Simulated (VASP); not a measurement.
# GeCN2 (R-3m) in VASP: settings compared, part 2 of 2

VASP 6.6.1.

## (3) Single point, LDA

This run uses another cell than the first one, of 13.72 Å³/atom.

INCAR reads:

```
SYSTEM = GeCN2
ALGO = Normal ; EDIFF = 1E-6
ENCUT = 520 ; GGA = CA
ISIF = 2 ; ISMEAR = -1
LASPH = .True. ; LCHARG = .False.
LREAL = .False. ; LWAVE = .False.
NBANDS = 22 ; NELM = 60
PREC = Accurate ; SIGMA = 0.05
```

KPOINTS reads:

```
k-points
0
Gamma
  7 7 7
  0 0 0
```

POSCAR reads:

```
GeCN2
1.0
    1.7937903697      1.0356453528      4.9219572124
   -1.7937903697      1.0356453528      4.9219572124
    0.0000000000     -2.0712907056      4.9219572124
Ge N C
1 2 1
Direct
    0.0000000000      0.0000000000      0.0000000000
    0.5839044000      0.5839044000      0.5839044000
    0.4160956000      0.4160956000      0.4160956000
    0.5000000000      0.5000000000      0.5000000000
```

Potentials or basis: VASP PAW LDA potentials, release 64 (Ge_d, N, C).

Command:

```
cat potpaw_LDA.64/Ge_d/POTCAR potpaw_LDA.64/N/POTCAR potpaw_LDA.64/C/POTCAR > POTCAR
mpirun -np 1 vasp_std > vasp.out
```

OUTCAR:

```text
SYSTEM = GeCN2
   EDIFF = 1E-6
   ENCUT = 520
   GGA = CA
   ISIF = 2
   ISMEAR = -1
   LASPH = .True.
   LREAL = .False.
   NELM = 60
   PREC = Accurate

 ion  position               nearest neighbor table
   1  0.000  0.000  0.000-
   2  0.584  0.584  0.584-   4 1.24
   3  0.416  0.416  0.416-   4 1.24
   4  0.500  0.500  0.500-   2 1.24   3 1.24

  LATTYP: Found a trigonal (rhomboedric) cell.
 ALAT       =     5.3400288377
 COS(alpha) =     0.7743235887

  Lattice vectors:

 A1 = (   1.7937903697,   1.0356453528,   4.9219572124)
 A2 = (  -1.7937903697,   1.0356453528,   4.9219572124)
 A3 = (   0.0000000000,  -2.0712907056,   4.9219572124)

Analysis of symmetry for initial positions (statically):
=====================================================================
 Subroutine PRICEL returns:
 Original cell was already a primitive cell.

 Routine SETGRP: Setting up the symmetry group for a
 trigonal (rhombohedral) supercell.

 Subroutine GETGRP returns: Found 12 space group operations
 (whereof 12 operations were pure point group operations)
 out of a pool of 12 trial point group operations.

The static configuration has the point symmetry D_3d.

Analysis of symmetry for dynamics (positions and initial velocities):
=====================================================================
 Subroutine PRICEL returns:
 Original cell was already a primitive cell.

 Routine SETGRP: Setting up the symmetry group for a
 trigonal (rhombohedral) supercell.

 Subroutine GETGRP returns: Found 12 space group operations
 (whereof 12 operations were pure point group operations)
 out of a pool of 12 trial point group operations.

The dynamic configuration has the point symmetry D_3d.

 Subroutine INISYM returns: Found 12 space group operations
 (whereof 12 operations are pure point group operations),
 and found     1 'primitive' translations

----------------------------------------------------------------------------------------

                                     Primitive cell

  volume of cell :      54.8620

  direct lattice vectors                    reciprocal lattice vectors
     1.793790370  1.035645353  4.921957212     0.278739371  0.160930251  0.067723737
    -1.793790370  1.035645353  4.921957212    -0.278739371  0.160930251  0.067723737
     0.000000000 -2.071290706  4.921957212     0.000000000 -0.321860502  0.067723737

  length of vectors
     5.340028838  5.340028838  5.340028838     0.328908327  0.328908327  0.328908327

  position of ions in fractional coordinates (direct lattice)
     0.000000000  0.000000000  0.000000000
     0.583904400  0.583904400  0.583904400
     0.416095600  0.416095600  0.416095600
     0.500000000  0.500000000  0.500000000

  ion indices of the primitive-cell ions
   primitive index   ion index
                 1           1
                 2           2
                 3           3
                 4           4

----------------------------------------------------------------------------------------

 KPOINTS: k-points

Automatic generation of k-mesh.
 Grid dimensions read from file:
 generate k-points for:    7    7    7

 Generating k-lattice:

  Cartesian coordinates                     Fractional coordinates (reciprocal lattice)
     0.039819910  0.022990036  0.009674820     0.142857143  0.000000000  0.000000000
    -0.039819910  0.022990036  0.009674820     0.000000000  0.142857143  0.000000000
     0.000000000 -0.045980072  0.009674820     0.000000000  0.000000000  0.142857143

  Length of vectors
     0.046986904  0.046986904  0.046986904

  Shift w.r.t. Gamma in fractional coordinates (k-lattice)
     0.000000000  0.000000000  0.000000000

 Subroutine IBZKPT returns following result:
 ===========================================

 Found     44 irreducible k-points:

 Following reciprocal coordinates:
            Coordinates               Weight
  0.000000  0.000000  0.000000      1.000000
  0.142857  0.000000 -0.000000      6.000000
  0.285714 -0.000000 -0.000000      6.000000
  0.428571 -0.000000  0.000000      6.000000
  0.142857  0.142857 -0.000000      6.000000
  0.285714  0.142857 -0.000000     12.000000
[... 16 lines left out ...]
  0.285714  0.285714  0.142857      6.000000
  0.428571  0.285714  0.142857     12.000000
 [... further k-points ...]
   k-points           NKPTS =     44   k-points in BZ     NKDIM =     44   number of bands    NBANDS=     22
   number of dos      NEDOS =    301   number of ions     NIONS =      4
   total plane-waves  NPLWV =  64000
   dimension x,y,z NGX =    40 NGY =   40 NGZ =   40
   dimension x,y,z NGXF=    80 NGYF=   80 NGZF=   80
   ions per type =               1   2   1
   NGX,Y,Z   is equivalent  to a cutoff of  12.45, 12.45, 12.45 a.u.
   NGXF,Y,Z  is equivalent  to a cutoff of  24.91, 24.91, 24.91 a.u.
 SYSTEM =  GeCN2
   PREC   = accura    normal or accurate (medium, high low for compatibility)
   ISTART =      0    job   : 0-new  1-cont  2-samecut
   ICHARG =      2    charge: 1-file 2-atom 10-const
   ISPIN  =      1    spin polarized calculation?
   LNONCOLLINEAR =      F non collinear calculations
   LSORBIT =      F    spin-orbit coupling
   LASPH  =      T    aspherical Exc in radial PAW
   ENCUT  =  520.0 eV  38.22 Ry    6.18 a.u.   9.93  9.93  9.93*2*pi/ulx,y,z
   NELM   =     60;   NELMIN=  2; NELMDL= -5     # of ELM steps
   EDIFF  = 0.1E-05   stopping-criterion for ELM
   LREAL  =      F    real-space projection
[... 7 lines left out ...]
   TEBEG  =    0.0;   TEEND  =   0.0 temperature during run
   PSTRESS=    0.0 pullay stress
   NELECT =      28.0000    total number of electrons
   NUPDOWN=      -1.0000    fix difference up-down
   EMIN   =  10.00;   EMAX   =-10.00  energy-range for DOS
   EFERMI =   0.00;   METHOD = LEGACY
   ISMEAR =    -1;   SIGMA  =   0.05  broadening in eV -4-tet -1-fermi 0-gaus
   EFERMI_NEDOS =   21; number of points for ismear=-14 and -15
   IALGO  =     38    algorithm
   IMIX   =      4    mixing-type and parameters
     AMIX     =   0.40;   BMIX     =  1.00
     AMIX_MAG =   1.60;   BMIX_MAG =  1.00
  volume/ion in A,a.u.               =      13.72        92.56
  Fermi-wavevector in a.u.,A,eV,Ry     =   1.308289  2.472307 23.287992  1.711619
  Thomas-Fermi vector in A             =   2.438966
   LORBIT       =      0    0 simple, 1 ext, 2 COOP (PROOUT), +10 PAW based schemes
   GGA     = CA    functional components
   LHFCALC =     F    Hartree Fock is set to
   AEXX    =    0.0000 exact exchange contribution
   IVDW    =     0    specifies the selected vdW correction
   LEPSILON=     F    determine dielectric tensor
   LRPA    =     F    only Hartree local field effects (RPA)
 non-spin polarized calculation
  energy-cutoff  :      520.00
  volume of cell :       54.86
 maximum number of plane-waves:      1500
   NGX = 19   NGY = 19   NGZ = 19

 number of electron      28.0000007 magnetization

 Free energy of the ion-electron system (eV)
  ---------------------------------------------------
  ext. energy  EPLUGINS =         0.00000000
  ---------------------------------------------------
  free energy    TOTEN  =       -32.16626279 eV

  energy without entropy =      -32.16626173  energy(sigma->0) =      -32.16626226

 E-fermi :   3.7223     XC(G=0): -10.1867

 val. band max:        3.1823113835   @ k =  -0.4286  -0.4286   0.2857
 cond. band min:       4.1947128726   @ k =   0.4286   0.4286   0.4286
 fundamental gap:      1.0124014891
 Fermi energy:         3.7222712027

 k-point     1 :       0.0000    0.0000    0.0000
  band No.  band energies     occupation
      1     -21.5185      2.00000
      2     -21.5145      2.00000
      3     -21.5145      2.00000
      4     -21.5055      2.00000
      5     -21.5055      2.00000
      6     -15.7719      2.00000
[... 14 lines left out ...]
     21      13.2018      0.00000
     22      13.8183      0.00000
[... 552 lines left out ...]
  band No.  band energies     occupation
      1     -21.5186      2.00000
      2     -21.5148      2.00000
      3     -21.5100      2.00000
      4     -21.5078      2.00000
      5     -21.5050      2.00000
      6     -15.5170      2.00000
[... 14 lines left out ...]
     21      12.0846      0.00000
     22      14.1710      0.00000

 [... further k-points ...]

------------------------ aborting loop because EDIFF is reached ----------------------------------------

  FORCE on cell =-STRESS in cart. coord.  units (eV):
  Direction    XX          YY          ZZ          XY          YZ          ZX
  --------------------------------------------------------------------------------------
  -------------------------------------------------------------------------------------
  Total       -1.9445697     -1.9445697     -2.7052503      0.0000000      0.0000000      0.0000000
  in kB      -56.7887441    -56.7887441    -79.0034767      0.0000000      0.0000000      0.0000000
  external PRESSURE =     -64.1936549 kB  Pullay stress =       0.0000000 kB

 VOLUME and BASIS-vectors are now :
 -----------------------------------------------------------------------------
  energy-cutoff  :      520.00
  volume of cell :       54.86
      direct lattice vectors                 reciprocal lattice vectors
     1.793790370  1.035645353  4.921957212     0.278739371  0.160930251  0.067723737
    -1.793790370  1.035645353  4.921957212    -0.278739371  0.160930251  0.067723737
     0.000000000 -2.071290706  4.921957212     0.000000000 -0.321860502  0.067723737

 POSITION                                       TOTAL-FORCE (eV/Angst)
 -----------------------------------------------------------------------------------
      0.00000      0.00000      0.00000         0.000000      0.000000      0.000000
      0.00000      0.00000      8.62186         0.000000      0.000000     -0.185444
      0.00000      0.00000      6.14401         0.000000     -0.000000      0.185444
      0.00000      0.00000      7.38294        -0.000000      0.000000     -0.000000
 -----------------------------------------------------------------------------------
    total drift:                               -0.000000      0.000000     -0.000000

  FREE ENERGIE OF THE ION-ELECTRON SYSTEM (eV)
  ---------------------------------------------------
  free  energy   TOTEN  =       -32.1662627877 eV

  energy  without entropy=      -32.1662617347  energy(sigma->0) =      -32.16626226
```

OSZICAR:

```text
N       E                     dE             d eps       ncg     rms          rms(c)
DAV:   1     0.219470232620E+03    0.21947E+03   -0.13836E+04  2394   0.251E+03
DAV:   2    -0.382185264106E+01   -0.22329E+03   -0.20869E+03  2180   0.646E+02
DAV:   3    -0.343775800286E+02   -0.30556E+02   -0.30159E+02  2284   0.135E+02
DAV:   4    -0.356539133896E+02   -0.12763E+01   -0.12747E+01  2220   0.301E+01
DAV:   5    -0.356800276608E+02   -0.26114E-01   -0.26113E-01  2344   0.463E+00    0.106E+01
DAV:   6    -0.323468871223E+02    0.33331E+01   -0.79640E+00  2634   0.222E+01    0.483E+00
DAV:   7    -0.322123267626E+02    0.13456E+00   -0.87620E-01  2410   0.539E+00    0.269E+00
DAV:   8    -0.321715065967E+02    0.40820E-01   -0.11432E-01  2254   0.257E+00    0.924E-01
DAV:   9    -0.321662219009E+02    0.52847E-02   -0.10154E-02  2294   0.680E-01    0.212E-01
DAV:  10    -0.321662537054E+02   -0.31805E-04   -0.10901E-03  2302   0.273E-01    0.832E-02
DAV:  11    -0.321662641620E+02   -0.10457E-04   -0.14364E-04  2634   0.123E-01    0.161E-02
DAV:  12    -0.321662633578E+02    0.80414E-06   -0.25601E-05  2762   0.693E-02    0.739E-03
DAV:  13    -0.321662627877E+02    0.57013E-06   -0.29039E-06  2194   0.129E-02
   1 F= -.32166263E+02 E0= -.32166262E+02  d E =-.105301E-05
```

stdout:

```text
POSCAR found type information on POSCAR GeN C
 POSCAR found :  3 types and       4 ions
 scaLAPACK will be used
 LDA part: xc-table for (Slater(with rela. corr.)+CA(PZ))
 , standard interpolation
 POSCAR, INCAR and KPOINTS ok, starting setup
 FFT: planning ... GRIDC
 FFT: planning ... GRID_SOFT
 FFT: planning ... GRID
 WAVECAR not read
 entering main loop
```

Wall time 93 s (1 thread of AMD EPYC 9R14 (Zen 4), shared host); peak memory 0.19 GiB.

Results:

- Free energy: -32.1663 eV
- Pressure: -6.4 GPa
- Largest force: 0.185 eV/Å
- Band gap on the k mesh: 1.01 eV (least direct gap 1.80 eV)

Forces in eV/Å, atoms in the order of the input:
```
Ge   0.000  0.000  0.000
N    0.000  0.000 -0.185
N    0.000  0.000  0.185
C    0.000  0.000  0.000
```

Stress tensor (GPa, compression positive):
```
-5.68  0.00  0.00
 0.00 -5.68  0.00
 0.00  0.00 -7.90
```

Caveat: the cell stands under tension; an odd mesh through Γ misses points on the zone boundary, where band edges can lie.
